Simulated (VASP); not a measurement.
# GaSi (Fd-3m) in VASP: notebook

Runs on GaSi. Level: r2SCAN. Tasks: single point.

All numbers are computed with VASP 6.6.1; they aren't measurements. Logs are shortened: lines on timing, memory, paths and dates and some standing lists are left out, and cuts for length are marked.

## 1. The cell of the first run

It takes space group Fd-3m (No. 227, cubic). Conventional cell: a = 6.503 Å, b = 6.503 Å, c = 6.503 Å, α = 90.00°, β = 90.00°, γ = 90.00°. Within 3.7 Å of Ga (site symmetry -43m) lie 4 Ga at 2.82 Å and 10 Si at 2.82 to 3.25 Å. Within 3.7 Å of Si (site symmetry -43m) lie 10 Ga at 2.82 to 3.25 Å and 4 Si at 2.82 Å.

## 2. Single point, r2SCAN

The input, POSCAR:

```
GaSi
1.0
    0.0000000000      3.2513579165      3.2513579165
    3.2513579165      0.0000000000      3.2513579165
    3.2513579165      3.2513579165      0.0000000000
Ga Si
2 2
Direct
    0.5000000000      0.5000000000      0.5000000000
    0.7500000000      0.7500000000      0.7500000000
    0.0000000000      0.0000000000      0.0000000000
    0.2500000000      0.2500000000      0.2500000000
```

The input, INCAR.step1:

```
ALGO = Normal ; EDIFF = 1E-4
ENCUT = 520 ; GGA = PE
ISMEAR = 0 ; LASPH = T
LCHARG = F ; LREAL = F
LWAVE = T ; NBANDS = 25
NELM = 60 ; PREC = Accurate
SIGMA = 0.1
```

The input, INCAR.step2:

```
ALGO = Normal ; EDIFF = 1E-6
ENCUT = 520 ; ISIF = 2
ISMEAR = 0 ; ISTART = 1
LASPH = T ; LCHARG = F
LMIXTAU = T ; LREAL = F
LWAVE = F ; METAGGA = R2SCAN
NBANDS = 25 ; NELM = 60
PREC = Accurate ; SIGMA = 0.1
```

The input, KPOINTS:

```
k-points
0
Gamma
  4 4 4
```

Potentials or basis: VASP PAW PBE potentials, release 64 (Ga_d, Si).

The run is started by

```
> cat potpaw_PBE.64/Ga_d/POTCAR potpaw_PBE.64/Si/POTCAR > POTCAR
> cp INCAR.step1 INCAR
> mpirun -np 1 vasp_std > vasp.out
> cp INCAR.step2 INCAR
> mpirun -np 1 vasp_std > vasp.out
```

OUTCAR:

```text
EDIFF = 1E-6
   ENCUT = 520
   ISIF = 2
   ISMEAR = 0
   ISTART = 1
   LASPH = T
   LREAL = F
   METAGGA = R2SCAN
   NELM = 60
   PREC = Accurate

 ion  position               nearest neighbor table
   1  0.500  0.500  0.500-   4 2.82   4 2.82   4 2.82   2 2.82   4 2.82   2 2.82   2 2.82   2 2.82

   2  0.750  0.750  0.750-   1 2.82   1 2.82   1 2.82   1 2.82   3 2.82   3 2.82   3 2.82   3 2.82

   3  0.000  0.000  0.000-   2 2.82   2 2.82   2 2.82   2 2.82   4 2.82   4 2.82   4 2.82   4 2.82

   4  0.250  0.250  0.250-   3 2.82   3 2.82   3 2.82   1 2.82   3 2.82   1 2.82   1 2.82   1 2.82

  LATTYP: Found a face centered cubic cell.
 ALAT       =     6.5027158330

  Lattice vectors:

 A1 = (   0.0000000000,   3.2513579165,   3.2513579165)
 A2 = (   3.2513579165,   0.0000000000,   3.2513579165)
 A3 = (   3.2513579165,   3.2513579165,   0.0000000000)

Analysis of symmetry for initial positions (statically):
=====================================================================
 Subroutine PRICEL returns:
 Original cell was already a primitive cell.

 Routine SETGRP: Setting up the symmetry group for a
 face centered cubic supercell.

 Subroutine GETGRP returns: Found 48 space group operations
 (whereof 24 operations were pure point group operations)
 out of a pool of 48 trial point group operations.

The static configuration has the point symmetry T_d .
 The point group associated with its full space group is O_h .

Analysis of symmetry for dynamics (positions and initial velocities):
=====================================================================
 Subroutine PRICEL returns:
 Original cell was already a primitive cell.

 Routine SETGRP: Setting up the symmetry group for a
 face centered cubic supercell.

 Subroutine GETGRP returns: Found 48 space group operations
 (whereof 24 operations were pure point group operations)
 out of a pool of 48 trial point group operations.

The dynamic configuration has the point symmetry T_d .
 The point group associated with its full space group is O_h .

 Subroutine INISYM returns: Found 48 space group operations
 (whereof 24 operations are pure point group operations),
 and found     1 'primitive' translations

----------------------------------------------------------------------------------------

                                     Primitive cell

  volume of cell :      68.7423

  direct lattice vectors                    reciprocal lattice vectors
     0.000000000  3.251357916  3.251357916    -0.153781901  0.153781901  0.153781901
     3.251357916  0.000000000  3.251357916     0.153781901 -0.153781901  0.153781901
     3.251357916  3.251357916  0.000000000     0.153781901  0.153781901 -0.153781901

  length of vectors
     4.598114462  4.598114462  4.598114462     0.266358065  0.266358065  0.266358065

  position of ions in fractional coordinates (direct lattice)
     0.500000000  0.500000000  0.500000000
     0.750000000  0.750000000  0.750000000
     0.000000000  0.000000000  0.000000000
     0.250000000  0.250000000  0.250000000

  ion indices of the primitive-cell ions
   primitive index   ion index
                 1           1
                 2           2
                 3           3
                 4           4

----------------------------------------------------------------------------------------

 KPOINTS: k-points

Automatic generation of k-mesh.
 Grid dimensions read from file:
 generate k-points for:    4    4    4

 Generating k-lattice:

  Cartesian coordinates                     Fractional coordinates (reciprocal lattice)
    -0.038445475  0.038445475  0.038445475     0.250000000  0.000000000  0.000000000
     0.038445475 -0.038445475  0.038445475     0.000000000  0.250000000  0.000000000
     0.038445475  0.038445475 -0.038445475     0.000000000  0.000000000  0.250000000

  Length of vectors
     0.066589516  0.066589516  0.066589516

  Shift w.r.t. Gamma in fractional coordinates (k-lattice)
     0.000000000  0.000000000  0.000000000

 Subroutine IBZKPT returns following result:
 ===========================================

 Found      8 irreducible k-points:

 Following reciprocal coordinates:
            Coordinates               Weight
  0.000000  0.000000  0.000000      1.000000
  0.250000  0.000000  0.000000      8.000000
  0.500000  0.000000  0.000000      4.000000
  0.250000  0.250000  0.000000      6.000000
  0.500000  0.250000  0.000000     24.000000
 -0.250000  0.250000  0.000000     12.000000
  0.500000  0.500000  0.000000      3.000000
 -0.250000  0.500000  0.250000      6.000000
   k-points           NKPTS =      8   k-points in BZ     NKDIM =      8   number of bands    NBANDS=     25
   number of dos      NEDOS =    301   number of ions     NIONS =      4
   total plane-waves  NPLWV =  46656
   dimension x,y,z NGX =    36 NGY =   36 NGZ =   36
   dimension x,y,z NGXF=    72 NGYF=   72 NGZF=   72
   ions per type =               2   2
   NGX,Y,Z   is equivalent  to a cutoff of  13.02, 13.02, 13.02 a.u.
   NGXF,Y,Z  is equivalent  to a cutoff of  26.03, 26.03, 26.03 a.u.
 SYSTEM =  unknown system
   PREC   = accura    normal or accurate (medium, high low for compatibility)
   ISTART =      1    job   : 0-new  1-cont  2-samecut
   ICHARG =      0    charge: 1-file 2-atom 10-const
   ISPIN  =      1    spin polarized calculation?
   LNONCOLLINEAR =      F non collinear calculations
   LSORBIT =      F    spin-orbit coupling
   LASPH  =      T    aspherical Exc in radial PAW
   ENCUT  =  520.0 eV  38.22 Ry    6.18 a.u.   8.55  8.55  8.55*2*pi/ulx,y,z
   NELM   =     60;   NELMIN=  2; NELMDL=  0     # of ELM steps
   EDIFF  = 0.1E-05   stopping-criterion for ELM
   LREAL  =      F    real-space projection
   EDIFFG = 0.1E-04   stopping-criterion for IOM
   NSW    =      0    number of steps for IOM
   IBRION =     -1    ionic relax: 0-MD 1-quasi-New 2-CG
   NFREE  =      0    steps in history (QN), initial steepest desc. (CG)
   ISIF   =      2    stress and relaxation
   ISYM   =      2    0-nonsym 1-usesym 2-fastsym
   POTIM  = 0.5000    time-step for ionic-motion
   TEBEG  =    0.0;   TEEND  =   0.0 temperature during run
   PSTRESS=    0.0 pullay stress
   NELECT =      34.0000    total number of electrons
   NUPDOWN=      -1.0000    fix difference up-down
   EMIN   =  10.00;   EMAX   =-10.00  energy-range for DOS
   EFERMI =   0.00;   METHOD = LEGACY
   ISMEAR =     0;   SIGMA  =   0.10  broadening in eV -4-tet -1-fermi 0-gaus
   EFERMI_NEDOS =   21; number of points for ismear=-14 and -15
   IALGO  =     38    algorithm
   IMIX   =      4    mixing-type and parameters
     AMIX     =   0.40;   BMIX     =  1.00
     AMIX_MAG =   1.60;   BMIX_MAG =  1.00
  volume/ion in A,a.u.               =      17.19       115.97
  Fermi-wavevector in a.u.,A,eV,Ry     =   1.294672  2.446575 22.805747  1.676175
  Thomas-Fermi vector in A             =   2.426240
   LORBIT       =      0    0 simple, 1 ext, 2 COOP (PROOUT), +10 PAW based schemes
   METAGGA = R2SCAN    functional components
   LHFCALC =     F    Hartree Fock is set to
   AEXX    =    0.0000 exact exchange contribution
   IVDW    =     0    specifies the selected vdW correction
   LEPSILON=     F    determine dielectric tensor
   LRPA    =     F    only Hartree local field effects (RPA)
 non-spin polarized calculation
 Gauss-broadening in eV      SIGMA  =   0.10
  energy-cutoff  :      520.00
  volume of cell :       68.74
 maximum number of plane-waves:      1868
 NGX is ok and might be reduce to    36
   NGX = 17   NGY = 17   NGZ = 17

 number of electron      33.9999978 magnetization

 Free energy of the ion-electron system (eV)
  ---------------------------------------------------
  ext. energy  EPLUGINS =         0.00000000
  ---------------------------------------------------
  free energy    TOTEN  =       -38.07903981 eV

  energy without entropy =      -38.06382540  energy(sigma->0) =      -38.07143260

 E-fermi :   7.1353     XC(G=0): -11.9451

 val. band max:        6.8428292616   @ k =   0.2500   0.0000   0.0000
 cond. band min:       7.1927022331   @ k =   0.5000   0.2500   0.0000
 fundamental gap:      0.3498729715
 Fermi energy:         7.1352710427

 k-point     1 :       0.0000    0.0000    0.0000
  band No.  band energies     occupation
      1      -8.3125      2.00000
      2      -8.3125      2.00000
      3      -8.3124      2.00000
      4      -8.2874      2.00000
      5      -8.2874      2.00000
      6      -8.1371      2.00000
[... 17 lines left out ...]
     24      11.5868      0.00000
     25      11.5868      0.00000

 k-point     2 :       0.2500    0.0000    0.0000
  band No.  band energies     occupation
      1      -8.3290      2.00000
      2      -8.3290      2.00000
      3      -8.3112      2.00000
      4      -8.2624      2.00000
      5      -8.2624      2.00000
      6      -8.1475      2.00000
[... 17 lines left out ...]
     24      14.4741      0.00000
     25      14.4741      0.00000

 k-point     3 :       0.5000    0.0000    0.0000
  band No.  band energies     occupation
      1      -8.3283      2.00000
      2      -8.3282      2.00000
      3      -8.3133      2.00000
      4      -8.2627      2.00000
      5      -8.2627      2.00000
      6      -8.1570      2.00000
[... 17 lines left out ...]
     24      12.0363      0.00000
     25      15.5040      0.00000

 k-point     4 :       0.2500    0.2500    0.0000
  band No.  band energies     occupation
      1      -8.3406      2.00000
      2      -8.3225      2.00000
      3      -8.3225      2.00000
      4      -8.2555      2.00000
      5      -8.2233      2.00000
      6      -8.2113      2.00000
[... 17 lines left out ...]
     24      12.4520      0.00000
     25      15.5023      0.00000

 k-point     5 :       0.5000    0.2500    0.0000
  band No.  band energies     occupation
      1      -8.3626      2.00000
      2      -8.3328      2.00000
      3      -8.3041      2.00000
      4      -8.2292      2.00000
      5      -8.2228      2.00000
      6      -8.2031      2.00000
[... 17 lines left out ...]
     24      14.0921      0.00000
     25      16.1560      0.00000

 k-point     6 :      -0.2500    0.2500    0.0000
  band No.  band energies     occupation
      1      -8.3559      2.00000
      2      -8.3431      2.00000
      3      -8.2809      2.00000
      4      -8.2610      2.00000
      5      -8.2216      2.00000
      6      -8.1718      2.00000
[... 17 lines left out ...]
     24      14.1829      0.00000
     25      15.3220      0.00000

 k-point     7 :       0.5000    0.5000    0.0000
  band No.  band energies     occupation
      1      -8.3328      2.00000
      2      -8.3328      2.00000
      3      -8.3123      2.00000
      4      -8.3123      2.00000
      5      -8.1824      2.00000
      6      -8.1824      2.00000
[... 17 lines left out ...]
     24      14.3220      0.00000
     25      15.0657      0.00000

 k-point     8 :      -0.2500    0.5000    0.2500
  band No.  band energies     occupation
      1      -8.3640      2.00000
      2      -8.3639      2.00000
      3      -8.2464      2.00000
      4      -8.2464      2.00000
      5      -8.2028      2.00000
      6      -8.2028      2.00000
[... 17 lines left out ...]
     24      14.5319      0.00000
     25      14.7606      0.00000

------------------------ aborting loop because EDIFF is reached ----------------------------------------

  FORCE on cell =-STRESS in cart. coord.  units (eV):
  Direction    XX          YY          ZZ          XY          YZ          ZX
  --------------------------------------------------------------------------------------
  -------------------------------------------------------------------------------------
  Total        0.1231452      0.1231452      0.1231452      0.0000000     -0.0000000      0.0000000
  in kB        2.8701435      2.8701435      2.8701435      0.0000000     -0.0000000      0.0000000
  external PRESSURE =       2.8701435 kB  Pullay stress =       0.0000000 kB

 VOLUME and BASIS-vectors are now :
 -----------------------------------------------------------------------------
  energy-cutoff  :      520.00
  volume of cell :       68.74
      direct lattice vectors                 reciprocal lattice vectors
     0.000000000  3.251357916  3.251357916    -0.153781901  0.153781901  0.153781901
     3.251357916  0.000000000  3.251357916     0.153781901 -0.153781901  0.153781901
     3.251357916  3.251357916  0.000000000     0.153781901  0.153781901 -0.153781901

 POSITION                                       TOTAL-FORCE (eV/Angst)
 -----------------------------------------------------------------------------------
      3.25136      3.25136      3.25136        -0.000000      0.000000     -0.000000
      4.87704      4.87704      4.87704         0.000000     -0.000000      0.000000
      0.00000      0.00000      0.00000        -0.000000     -0.000000      0.000000
      1.62568      1.62568      1.62568        -0.000000     -0.000000     -0.000000
 -----------------------------------------------------------------------------------
    total drift:                                0.000000      0.000000      0.000000

  FREE ENERGIE OF THE ION-ELECTRON SYSTEM (eV)
  ---------------------------------------------------
  free  energy   TOTEN  =       -38.0790398104 eV

  energy  without entropy=      -38.0638253966  energy(sigma->0) =      -38.07143260
```

It used 62 s of CPU time on 1 thread of AMD EPYC 7R13 Processor (Zen 3), with other jobs on the host.

What came out:

```
Free energy            : -38.0790 eV
Pressure               : 0.3 GPa
Band gap on the k mesh : zero (band 17 reaches 11.08 eV, above the bottom of band 18 at 5.08 eV)
```

Levels at points of the mesh, in eV from the Fermi level:
```csv
k point,band 13,band 14,band 15,band 16,band 17,band 18,band 19,band 20,band 21,band 22
"(0.00, 0.00, 0.00)",-2.98,-1.73,-1.73,-1.73,-1.42,-1.42,-1.42,0.98,0.98,0.98
"(0.50, 0.00, 0.00)",-4.24,-2.83,-2.83,-2.70,-2.06,-2.06,3.01,3.62,4.85,4.85
"(0.50, 0.50, 0.00)",-5.70,-5.70,-5.27,-5.27,3.94,3.94,4.23,4.23,4.81,4.81
```

Caveat: the k points lie up to 0.42 Å⁻¹ apart; the PAW data sets were made with another functional, which shifts forces and pressure a little.

(Continued in part 2 of 2.)
